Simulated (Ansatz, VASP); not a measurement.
One calculation of ZrH4, two programs

```xyz
5
Lattice="1.8772 -3.0192 0.0000 1.8772 3.0192 0.0000 0.0000 0.0000 3.5293" Properties=species:S:1:pos:R:3 pbc="T T T"
Zr    0.0000    0.0000    0.0000
H     1.8772   -0.9695    0.0000
H     1.8772    0.9695    0.0000
H     2.8345    0.0000    1.7647
H     0.9198    0.0000    1.7647
```

Change from the starting cell: ordered vacancies on the cation sites of rutile (Cmmm, No. 65).

Alike in both runs: task single point; functional PBE; k mesh 6 × 6 × 6; occupations gaussian, width 0.1 eV; collinear spin.

|  | VASP | Ansatz |
| --- | --- | --- |
| version | VASP 6.6.1 | Ansatz 0.2.0 |
| potentials or method | VASP PAW PBE potentials, release 64 (Zr_sv, H), cutoff 520 eV | scalar-relativistic, plane waves, PAW |
| valence electrons in the cell | 16 | 16 |

```csv
,VASP,Ansatz,Ansatz less VASP
gap on the k mesh at the Fermi level (eV),none,none,-
pressure (GPa),-0.2,-0.1,+0.12
"traceless stress, the component that is largest in VASP (GPa)",-0.18,-0.17,+0.010
rms of the force components (eV/Å),0.005,0.006,+0.0012
net moment per atom (μB),0.00,0.00,0.000
```

Atom by atom the forces differ by 0.001 eV/Å (rms over components). A gap of «none» marks a metal or a gap that the smearing closes. With one functional, cell and mesh, what is left measures potentials, basis and numerics. Ansatz's warnings: seeded moment not kept.
